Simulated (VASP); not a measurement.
# SnO2 (P4_2/mnm) in VASP: a series of runs

SnO2 is run at these levels: PBE; tasks: single point, relaxation of cell and atoms.

Program: VASP 6.6.1. These are calculated values, not measurements. Logs are shortened: lines on timing, memory, paths and dates and some standing lists are left out, and cuts for length are marked.

## 1. The cell of the first run

It takes space group P4_2/mnm (No. 136, tetragonal). Conventional cell: a = 4.826 Å, b = 4.826 Å, c = 3.237 Å, α = 90.00°, β = 90.00°, γ = 90.00°. Within 2.8 Å of Sn (site symmetry mmm) lie 6 O at 2.09 Å. Within 2.8 Å of O (site symmetry m2m) lie 3 Sn at 2.09 Å and 1 O at 2.64 Å.

## 2. Single point, PBE

INCAR

```
ALGO = Normal
EDIFF = 1E-6
ENCUT = 520
GGA = PE
ISIF = 2
ISMEAR = 0
LASPH = True
LCHARG = False
LREAL = False
LWAVE = False
NBANDS = 35
NELM = 80
PREC = Accurate
SIGMA = 0.1
```

KPOINTS

```
k-points
0
Gamma
  4 4 6
```

POSCAR

```
SnO2
1.0
    4.8255985781      0.0000000000      0.0000000000
    0.0000000000      4.8255985781      0.0000000000
    0.0000000000      0.0000000000      3.2373309933
Sn O
2 4
Direct
    0.0000000000      0.0000000000      0.0000000000
    0.5000000000      0.5000000000      0.5000000000
    0.3067461617      0.3067461617      0.0000000000
    0.1932538383      0.8067461617      0.5000000000
    0.6932538383      0.6932538383      0.0000000000
    0.8067461617      0.1932538383      0.5000000000
```

Potentials or basis: VASP PAW PBE potentials, release 64 (Sn_d, O).

On the command line:

```bash
cat potpaw_PBE.64/Sn_d/POTCAR potpaw_PBE.64/O/POTCAR > POTCAR
mpirun -np 1 vasp_std > vasp.out
```

OUTCAR:

```text
EDIFF = 1E-6
   ENCUT = 520
   GGA = PE
   ISIF = 2
   ISMEAR = 0
   LASPH = True
   LREAL = False
   NELM = 80
   PREC = Accurate

 ion  position               nearest neighbor table
   1  0.000  0.000  0.000-   4 2.09   6 2.09   4 2.09   6 2.09   5 2.09   3 2.09
   2  0.500  0.500  0.500-   3 2.09   5 2.09   3 2.09   5 2.09   4 2.09   6 2.09
   3  0.307  0.307  0.000-   2 2.09   2 2.09   1 2.09
   4  0.193  0.807  0.500-   1 2.09   1 2.09   2 2.09
   5  0.693  0.693  0.000-   2 2.09   2 2.09   1 2.09
   6  0.807  0.193  0.500-   1 2.09   1 2.09   2 2.09

  LATTYP: Found a simple tetragonal cell.
 ALAT       =     4.8255985781
 C/A-ratio  =     0.6708662026

  Lattice vectors:

 A1 = (   4.8255985781,   0.0000000000,   0.0000000000)
 A2 = (   0.0000000000,   4.8255985781,   0.0000000000)
 A3 = (   0.0000000000,   0.0000000000,   3.2373309933)

Analysis of symmetry for initial positions (statically):
=====================================================================
 Subroutine PRICEL returns:
 Original cell was already a primitive cell.

 Routine SETGRP: Setting up the symmetry group for a
 simple tetragonal supercell.

 Subroutine GETGRP returns: Found 16 space group operations
 (whereof  8 operations were pure point group operations)
 out of a pool of 16 trial point group operations.

The static configuration has the point symmetry D_2h.
 The point group associated with its full space group is D_4h.

Analysis of symmetry for dynamics (positions and initial velocities):
=====================================================================
 Subroutine PRICEL returns:
 Original cell was already a primitive cell.

 Routine SETGRP: Setting up the symmetry group for a
 simple tetragonal supercell.

 Subroutine GETGRP returns: Found 16 space group operations
 (whereof  8 operations were pure point group operations)
 out of a pool of 16 trial point group operations.

The dynamic configuration has the point symmetry D_2h.
 The point group associated with its full space group is D_4h.

 Subroutine INISYM returns: Found 16 space group operations
 (whereof  8 operations are pure point group operations),
 and found     1 'primitive' translations

----------------------------------------------------------------------------------------

                                     Primitive cell
[... 98 lines left out ...]
   EDIFF  = 0.1E-05   stopping-criterion for ELM
   LREAL  =      F    real-space projection
   EDIFFG = 0.1E-04   stopping-criterion for IOM
   NSW    =      0    number of steps for IOM
   IBRION =     -1    ionic relax: 0-MD 1-quasi-New 2-CG
   NFREE  =      0    steps in history (QN), initial steepest desc. (CG)
   ISIF   =      2    stress and relaxation
   ISYM   =      2    0-nonsym 1-usesym 2-fastsym
   POTIM  = 0.5000    time-step for ionic-motion
   TEBEG  =    0.0;   TEEND  =   0.0 temperature during run
   PSTRESS=    0.0 pullay stress
   NELECT =      52.0000    total number of electrons
   NUPDOWN=      -1.0000    fix difference up-down
   EMIN   =  10.00;   EMAX   =-10.00  energy-range for DOS
   EFERMI =   0.00;   METHOD = LEGACY
   ISMEAR =     0;   SIGMA  =   0.10  broadening in eV -4-tet -1-fermi 0-gaus
   EFERMI_NEDOS =   21; number of points for ismear=-14 and -15
   IALGO  =     38    algorithm
   IMIX   =      4    mixing-type and parameters
     AMIX     =   0.40;   BMIX     =  1.00
     AMIX_MAG =   1.60;   BMIX_MAG =  1.00
  volume/ion in A,a.u.               =      12.56        84.79
  Fermi-wavevector in a.u.,A,eV,Ry     =   1.446481  2.733453 28.467575  2.092308
  Thomas-Fermi vector in A             =   2.564545
   LORBIT       =      0    0 simple, 1 ext, 2 COOP (PROOUT), +10 PAW based schemes
   GGA     = PE    functional components
   LHFCALC =     F    Hartree Fock is set to
   AEXX    =    0.0000 exact exchange contribution
   IVDW    =     0    specifies the selected vdW correction
   LEPSILON=     F    determine dielectric tensor
   LRPA    =     F    only Hartree local field effects (RPA)
 non-spin polarized calculation
 Gauss-broadening in eV      SIGMA  =   0.10
  energy-cutoff  :      520.00
  volume of cell :       75.39
 maximum number of plane-waves:      2056
 NGX is ok and might be reduce to    36

 number of electron      52.0000003 magnetization

 Free energy of the ion-electron system (eV)
  ---------------------------------------------------
  ext. energy  EPLUGINS =         0.00000000
  ---------------------------------------------------
  free energy    TOTEN  =       -37.30879334 eV

  energy without entropy =      -37.30879333  energy(sigma->0) =      -37.30879333

 E-fermi :   5.8841     XC(G=0): -10.9808

 val. band max:        5.5428491543   @ k =   0.0000   0.0000   0.0000
 cond. band min:       6.2254431179   @ k =   0.0000   0.0000   0.0000
 fundamental gap:      0.6825939636
 Fermi energy:         5.8841269284

 k-point     1 :       0.0000    0.0000    0.0000
  band No.  band energies     occupation
      1     -15.4937      2.00000
      2     -14.8287      2.00000
      3     -14.6327      2.00000
      4     -14.6059      2.00000
      5     -14.6059      2.00000
      6     -14.5390      2.00000
[... 901 lines left out ...]
     34      16.1745      0.00000
     35      18.3893      0.00000

------------------------ aborting loop because EDIFF is reached ----------------------------------------

  FORCE on cell =-STRESS in cart. coord.  units (eV):
  Direction    XX          YY          ZZ          XY          YZ          ZX
  --------------------------------------------------------------------------------------
  -------------------------------------------------------------------------------------
  Total        0.3240268      0.3240268      0.4801623      0.0000000      0.0000000      0.0000000
  in kB        6.8865551      6.8865551     10.2049094      0.0000000      0.0000000      0.0000000
  external PRESSURE =       7.9926732 kB  Pullay stress =       0.0000000 kB

 VOLUME and BASIS-vectors are now :
 -----------------------------------------------------------------------------
  energy-cutoff  :      520.00
  volume of cell :       75.39
      direct lattice vectors                 reciprocal lattice vectors
     4.825598578  0.000000000  0.000000000     0.207228178  0.000000000  0.000000000
     0.000000000  4.825598578  0.000000000     0.000000000  0.207228178  0.000000000
     0.000000000  0.000000000  3.237330993     0.000000000  0.000000000  0.308896434

 POSITION                                       TOTAL-FORCE (eV/Angst)
 -----------------------------------------------------------------------------------
      0.00000      0.00000      0.00000         0.000000      0.000000      0.000000
      2.41280      2.41280      1.61867         0.000000      0.000000      0.000000
      1.48023      1.48023      0.00000        -0.030094     -0.030094      0.000000
      0.93257      3.89303      1.61867         0.030094     -0.030094      0.000000
      3.34536      3.34536      0.00000         0.030094      0.030094     -0.000000
      3.89303      0.93257      1.61867        -0.030094      0.030094     -0.000000
 -----------------------------------------------------------------------------------
    total drift:                                0.000000      0.000000      0.000000

  FREE ENERGIE OF THE ION-ELECTRON SYSTEM (eV)
  ---------------------------------------------------
  free  energy   TOTEN  =       -37.3087933386 eV

  energy  without entropy=      -37.3087933284  energy(sigma->0) =      -37.30879333
```

stdout:

```text
POSCAR found type information on POSCAR SnO
 POSCAR found :  2 types and       6 ions
 scaLAPACK will be used
 LDA part: xc-table for (Slater+PW92), standard interpolation
 POSCAR, INCAR and KPOINTS ok, starting setup
 FFT: planning ... GRIDC
 FFT: planning ... GRID_SOFT
 FFT: planning ... GRID
 WAVECAR not read
 entering main loop
```

Run time: 29 s. Hardware: 1 thread of Intel Xeon 6975P-C (Granite Rapids), shared host; peak memory 0.2 GiB.

What came out:

| Property | Result |
| --- | --- |
| Free energy | -37.3088 eV |
| Pressure | 0.8 GPa |
| Largest force | 0.043 eV/Å |
| Band gap on the k mesh | 0.68 eV, direct |

Forces in eV/Å, atoms in the order of the input:
```
Sn   0.000  0.000  0.000
Sn   0.000  0.000  0.000
O   -0.030 -0.030  0.000
O    0.030 -0.030  0.000
O    0.030  0.030  0.000
O   -0.030  0.030  0.000
```

Caveat: spin-orbit coupling is left out, which moves the levels of the heavy elements.

## 3. Single point, PBE

This run uses another cell than the first one: it holds 12 atoms, not 6.

INCAR

```
SYSTEM = SnO2
ALGO     = Normal         ! electronic algorithm
EDIFF    = 1E-6           ! SCF threshold, eV
ENCUT    = 520            ! plane-wave cutoff, eV
GGA      = PE             ! functional
ISIF     = 2              ! what is computed and relaxed
ISMEAR   = 0              ! smearing method
LASPH    = .True.         ! aspherical terms in the spheres
LCHARG   = .False.        ! write CHGCAR
LREAL    = .False.        ! projectors in reciprocal space
LWAVE    = .False.        ! write WAVECAR
NBANDS   = 64             ! bands
NELM     = 60             ! most SCF steps
PREC     = Accurate       ! precision mode
SIGMA    = 0.05           ! smearing width, eV
```

KPOINTS

```
k-points
0
Gamma
  6 8 3
  0 0 0
```

POSCAR

```
SnO2
1.0
    0.0000000000     -4.8277049970      0.0000000000
    0.0000000000      0.0000000000     -3.2379909379
    9.6554099939      0.0000000000      0.0000000000
Sn O
4 8
Direct
    1.0000000000      0.0000000000      0.0000000000
    1.0000000000      0.0000000000      0.5000000000
    0.5000000000      0.5000000000      0.2500000000
    0.5000000000      0.5000000000      0.7500000000
    0.6933949136      0.0000000000      0.1533025432
    0.6933949136      0.0000000000      0.6533025432
    0.1933949136      0.5000000000      0.0966974568
    0.1933949136      0.5000000000      0.5966974568
    0.3066050864      0.0000000000      0.3466974568
    0.3066050864      0.0000000000      0.8466974568
    0.8066050864      0.5000000000      0.4033025432
    0.8066050864      0.5000000000      0.9033025432
```

Potentials or basis: VASP PAW PBE potentials, release 64 (Sn_d, O).

On the command line:

```bash
cat potpaw_PBE.64/Sn_d/POTCAR potpaw_PBE.64/O/POTCAR > POTCAR
mpirun -np 1 vasp_std > vasp.out
```

Run time: 5.3 min. Hardware: 1 thread of Intel Xeon 6975P-C, shared host; peak memory 0.4 GiB.

Results (log left out):

```yaml
Free_energy: -74.6222 eV
Pressure: 0.6 GPa
Largest_force: 0.020 eV/Å
Band_gap_on_the_k_mesh: 0.67 eV
```

Forces in eV/Å, atoms in the order of the input:
```
Sn   0.000  0.000  0.000
Sn   0.000  0.000  0.000
Sn   0.000  0.000  0.000
Sn   0.000  0.000  0.000
O   -0.014 -0.014  0.000
O   -0.014 -0.014  0.000
O    0.014 -0.014  0.000
O    0.014 -0.014  0.000
O    0.014  0.014  0.000
O    0.014  0.014  0.000
O   -0.014  0.014  0.000
O   -0.014  0.014  0.000
```

Stress tensor (GPa, compression positive):
```
0.50 0.00 0.00
0.00 0.50 0.00
0.00 0.00 0.81
```

Levels at points of the mesh, in eV from the valence-band top:
| k point | band 49 | band 50 | band 51 | band 52 | band 53 | band 54 | band 55 | band 56 |
| --- | --- | --- | --- | --- | --- | --- | --- | --- |
| (0.00, 0.00, 0.00) | -0.74 | -0.61 | -0.61 | 0.00 | 0.67 | 3.88 | 3.88 | 5.69 |
| (0.50, 0.00, 0.00) | -0.85 | -0.85 | -0.61 | -0.61 | 3.88 | 3.88 | 4.27 | 4.27 |
| (0.00, 0.50, 0.00) | -1.02 | -1.02 | -0.75 | -0.75 | 5.59 | 5.59 | 5.85 | 5.85 |
| (0.50, 0.50, 0.00) | -0.78 | -0.78 | -0.75 | -0.75 | 4.35 | 4.35 | 5.85 | 5.85 |

Caveat: spin-orbit coupling is left out, which moves the levels of the heavy elements.

## 4. Relaxation of cell and atoms, PBE

INCAR

```
ALGO = Normal ; EDIFF = 1E-6
EDIFFG = -0.005 ; ENCUT = 600
GGA = PE ; IBRION = 2
ISIF = 3 ; ISMEAR = 0
LASPH = True ; LCHARG = False
LREAL = False ; LWAVE = False
NELM = 80 ; NSW = 100
PREC = Accurate ; SIGMA = 0.02
```

KPOINTS

```
k-points
0
Gamma
  6 6 8
```

POSCAR

```
SnO2
1.0
    4.8255985732      0.0000000000      0.0000000000
    0.0000000000      4.8255985732      0.0000000000
    0.0000000000      0.0000000000      3.2373309940
Sn O
2 4
Direct
    0.0000000000      0.0000000000      0.0000000000
    0.5000000000      0.5000000000      0.5000000000
    0.3067461618      0.3067461618      0.0000000000
    0.1932538382      0.8067461618      0.5000000000
    0.6932538382      0.6932538382      0.0000000000
    0.8067461618      0.1932538382      0.5000000000
```

On the command line:

```bash
cat potpaw_PBE.64/Sn_d/POTCAR potpaw_PBE.64/O/POTCAR > POTCAR
mpirun -np 1 vasp_std > vasp.out
```

Run time: 5.4 min. Hardware: 1 thread of AMD EPYC 9R14 (Zen 4), shared host; peak memory 0.25 GiB.

It converged, with:

* Free energy: -37.3203 eV
* Relaxed volume: 12.60 Å³/atom
* Relaxed cell: a = 4.830 Å, b = 4.830 Å, c = 3.242 Å, α = 90.00°, β = 90.00°, γ = 90.00°
* Space group after relaxing (to 0.05 Å): P4_2/mnm (No. 136)
* Energy gained by relaxing: 0.1 meV/atom
* Ionic steps: 5
* Pressure after relaxing: 0.0 GPa
* Band gap on the k mesh: 0.64 eV, direct

Step by step:
```csv
step,energy change (eV),largest force (eV/Å),pressure (GPa),volume (Å³)
1,0.0000,0.0428,0.65,75.39
2,0.0002,0.0271,-0.78,75.94
3,-0.0006,0.0107,-0.02,75.64
4,-0.0006,0.0099,-0.03,75.64
5,-0.0006,0.0019,0.01,75.63
```

Final structure:
```
Sn O
1.0
     4.82979    0.00000    0.00000
     0.00000    4.82979    0.00000
     0.00000    0.00000    3.24212
Sn O
2 4
Direct
  0.00000 0.00000 0.00000
  0.50000 0.50000 0.50000
  0.30654 0.30654 0.00000
  0.19346 0.80654 0.50000
  0.69346 0.69346 0.00000
  0.80654 0.19346 0.50000
```

Levels at points of the mesh, in eV from the valence-band top:
| k point | band 23 | band 24 | band 25 | band 26 | band 27 | band 28 | band 29 | band 30 |
| --- | --- | --- | --- | --- | --- | --- | --- | --- |
| (0.00, 0.00, 0.00) | -1.26 | -0.74 | -0.74 | 0.00 | 0.64 | 5.66 | 6.04 | 6.04 |
| (0.50, 0.00, 0.00) | -1.21 | -1.21 | -0.60 | -0.60 | 3.86 | 3.86 | 6.79 | 6.79 |
| (0.50, 0.50, 0.00) | -1.33 | -1.33 | -0.85 | -0.85 | 4.25 | 4.25 | 7.13 | 7.13 |
| (0.00, 0.00, 0.50) | -1.52 | -1.52 | -1.18 | -1.18 | 5.56 | 5.56 | 9.35 | 9.35 |
| (0.50, 0.00, 0.50) | -1.01 | -1.01 | -0.75 | -0.75 | 5.82 | 5.82 | 7.59 | 7.59 |
| (0.50, 0.50, 0.50) | -0.91 | -0.91 | -0.78 | -0.78 | 4.32 | 4.32 | 8.60 | 8.60 |

Caveat: spin-orbit coupling is left out, which moves the levels of the heavy elements. PBE usually gives volumes a little too large and moduli too small.

## 5. Summary

```tsv
task	cell	k mesh	cutoff (eV)	smearing	gap on the mesh (eV)	pressure (GPa)	largest force (eV/Å)
single point	a = 4.826, b = 4.826, c = 3.237 Å, 6 atoms	4 × 4 × 6	520	gaussian 0.1 eV	0.68	0.8	0.04
single point	a = 4.828, b = 3.238, c = 9.655 Å, 12 atoms	6 × 8 × 3	520	gaussian 0.05 eV	0.67	0.6	0.02
relaxation of cell and atoms	relaxed from a = 4.826, b = 4.826, c = 3.237 Å, 6 atoms	6 × 6 × 8	600	gaussian 0.02 eV	0.64	0.0	-
```

Alike in all rows: level PBE; potentials or basis VASP PAW PBE potentials, release 64 (Sn_d, O); no spin polarisation.

Caveats: spin-orbit coupling is left out, which moves the levels of the heavy elements.

Total energies depend on the potentials used, so only differences within one code and one set of settings carry meaning.
